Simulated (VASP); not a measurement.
**ZnS: single point with PBE**

The system is ZnS.

```
Zn S
1.0
     3.19370    0.00000    0.00000
     0.00000    3.19370    0.00000
     0.00000    0.00000    3.19370
Zn S
1 1
Direct
  0.00000 0.00000 0.00000
  0.50000 0.50000 0.50000
```

```
Program             : VASP 6.6.1
Task                : single point
Functional          : PBE
Potentials or basis : VASP PAW PBE potentials, release 64 (Zn, S)
Cutoff              : 520 eV
k mesh              : 8 × 8 × 8
Occupations         : fermi-dirac, width 0.02 eV
Spin                : no spin polarisation
```

```yaml
Pressure: 0.1 GPa
Band_gap_on_the_k_mesh: zero (band 9 reaches 4.89 eV, above the bottom of band 10 at 3.74 eV)
```

Levels at points of the mesh, in eV from the Fermi level:
| k point | band 5 | band 6 | band 7 | band 8 | band 9 | band 10 | band 11 | band 12 | band 13 | band 14 |
| --- | --- | --- | --- | --- | --- | --- | --- | --- | --- | --- |
| (0.00, 0.00, 0.00) | -6.71 | -6.71 | -1.30 | -1.30 | -1.30 | -0.60 | 6.14 | 6.14 | 12.11 | 12.11 |
| (0.50, 0.00, 0.00) | -6.93 | -6.69 | -6.13 | 0.05 | 0.05 | 3.81 | 4.75 | 7.16 | 7.16 | 7.62 |
| (0.50, 0.50, 0.00) | -6.58 | -6.51 | -5.24 | -5.24 | -1.73 | 0.36 | 8.35 | 8.35 | 9.08 | 11.15 |
| (0.50, 0.50, 0.50) | -6.57 | -6.57 | -2.63 | -2.63 | -2.63 | 1.29 | 1.29 | 1.29 | 2.21 | 19.28 |

Run time: 6.9 s on 1 thread of Intel Xeon 6975P-C, on a shared host, peak memory 0.15 GiB.
